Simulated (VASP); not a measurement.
The system is AlAs (base).

```xyz
2
Lattice="0.0000 2.8379 2.8379 2.8379 0.0000 2.8379 2.8379 2.8379 0.0000" Properties=species:S:1:pos:R:3 pbc="T T T"
Al    0.0000    0.0000    0.0000
As    1.4190    1.4190    1.4190
```

```yaml
Program: VASP 6.6.1
Task: relaxation of cell and atoms
Functional: LDA
Potentials_or_basis: VASP PAW LDA potentials, release 64 (Al, As)
Cutoff: 500 eV
k_mesh: 8 × 8 × 8
Occupations: gaussian, width 0.02 eV
Spin: no spin polarisation
```

At the start: pressure -1.5 GPa; volume 22.86 Å³/atom.

Where does the relaxation end?

Over 3 steps the energy falls by 2.1 meV/atom and the volume is 22.40 Å³/atom (-2.0 %); space group F-43m (No. 216, to 0.05 Å).

Step by step:
```
step  energy change (eV)  largest force (eV/Å)  pressure (GPa)  volume (Å³)
   1              0.0000                0.0000           -1.47        45.71
   2             -0.0031                0.0000            0.80        44.34
   3             -0.0043                0.0000            0.00        44.80
```

Final structure:
```cif
data_structure
_symmetry_space_group_name_H-M 'P 1'
_symmetry_Int_Tables_number 1
_cell_length_a 3.9865
_cell_length_b 3.9865
_cell_length_c 3.9865
_cell_angle_alpha 60.000
_cell_angle_beta 60.000
_cell_angle_gamma 60.000
_cell_volume 44.80
loop_
_atom_site_label
_atom_site_type_symbol
_atom_site_fract_x
_atom_site_fract_y
_atom_site_fract_z
_atom_site_occupancy
Al1 Al 0.00000 0.00000 0.00000 1
As1 As 0.25000 0.25000 0.25000 1
```
